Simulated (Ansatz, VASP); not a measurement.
## In2Te2O in VASP and in Ansatz

```
In Te O
1.0
     4.50821    0.00000    0.00000
    -2.25411    3.90423    0.00000
     0.00000    0.00000    7.24780
In Te O
2 2 1
Direct
  0.66667 0.33333 0.35435
  0.33333 0.66667 0.64565
  0.66667 0.33333 0.81933
  0.33333 0.66667 0.18067
  0.00000 0.00000 0.00000
```

Change from the starting cell: species swapped into the YbMn2Sb2 type (P-3m1, No. 164).

Alike in both runs: task relaxation of cell and atoms; functional PBE; k mesh 6 × 6 × 4; occupations gaussian, width 0.1 eV; no spin polarisation.

|  | VASP | Ansatz |
| --- | --- | --- |
| version | VASP 6.6.1 | Ansatz 0.2.0 |
| potentials or method | VASP PAW PBE potentials, release 64 (In_d, Te, O), cutoff 600 eV | scalar-relativistic, plane waves, PAW |
| valence electrons in the cell | 44 | 64 |

```csv
,VASP,Ansatz,Ansatz less VASP
"gap on the k mesh at the Fermi level, each at its own relaxed structure (eV)",none,none,-
relaxed volume (Å³/atom),25.39,25.49,+0.097
relaxed cell length with the largest relative difference (Å),7.244,7.256,+0.0122
```

A gap of «none» marks a metal or a gap that the smearing closes. VASP's potentials hold 44 valence electrons a cell and Ansatz's 64, so a difference there can come from the potentials and not from the codes.

Spin-orbit coupling is off throughout.
